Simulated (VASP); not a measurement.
A run of VASP 6.6.1:

INCAR

```
PREC = Accurate
ENCUT = 520
EDIFF = 1E-6
ISMEAR = -1
SIGMA = 0.1
LREAL = False
LASPH = True
NELM = 100
ALGO = Normal
ISIF = 2
LWAVE = False
LCHARG = False
GGA = PS
NBANDS = 14
```

Contents of KPOINTS:

```
Automatic mesh
0
Gamma
  11 11 11
```

POSCAR

```
Bi
1.0
    3.2646073719      0.0000000000      0.0000000000
    0.0000000000      3.2646073719      0.0000000000
    0.0000000000      0.0000000000      3.2646073719
Bi
1
Direct
    0.0000000000      0.0000000000      0.0000000000
```

Potentials or basis: VASP PAW PBE potentials, release 64 (Bi_d).

Command:

```bash
$ cat potpaw_PBE.64/Bi_d/POTCAR > POTCAR
$ mpirun -np 1 vasp_std > vasp.out
```

Hardware: 1 thread of Intel(R) Xeon(R) Platinum 8259CL CPU @ 2.50GHz (Skylake/Cascade Lake) (shared host).

Task: Estimate the wall time of this run.

Result: Wall time 10 s on 1 thread of Intel(R) Xeon(R) Platinum 8259CL CPU @ 2.50GHz (Skylake/Cascade Lake), on a shared host, peak memory 0.15 GiB. Counts: scf iterations 10, k points 56.
